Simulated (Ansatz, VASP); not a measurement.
## ZrTa2C2: VASP beside Ansatz

```
Zr Ta C
1.0
     3.52814    0.00000    0.00000
    -1.76407    3.05546    0.00000
     0.00000    0.00000    6.25537
Zr Ta C
1 2 2
Direct
  0.00000 0.00000 0.00000
  0.33333 0.66667 0.29091
  0.66667 0.33333 0.70909
  0.33333 0.66667 0.62531
  0.66667 0.33333 0.37469
```

Change from the starting cell: species swapped into the Tb2SeO2 type (P-3m1, No. 164).

Alike in both runs: task relaxation of cell and atoms; functional PBE; k mesh 6 × 6 × 4; occupations gaussian, width 0.1 eV; no spin polarisation.

|  | VASP | Ansatz |
| --- | --- | --- |
| version | VASP 6.6.1 | Ansatz 0.2.0 |
| potentials or method | VASP PAW PBE potentials, release 64 (Zr_sv, Ta_pv, C), cutoff 600 eV | scalar-relativistic, plane waves, PAW |
| valence electrons in the cell | 42 | 46 |

VASP gave:

| Item | Value |
| --- | --- |
| gap on the k mesh at the Fermi level, each at its own relaxed structure (eV) | none |
| relaxed volume (Å³/atom) | 13.73 |
| relaxed cell length with the largest relative difference (Å) | 3.211 |

**Question.** Which values does Ansatz return?

**Answer.** gap on the k mesh at the Fermi level, each at its own relaxed structure (eV): none; relaxed volume (Å³/atom): 13.70; relaxed cell length with the largest relative difference (Å): 3.207.

A gap of «none» marks a metal or a gap that the smearing closes. VASP's potentials hold 42 valence electrons a cell and Ansatz's 46, so a difference there can come from the potentials and not from the codes.

Neither program's run includes spin-orbit coupling.
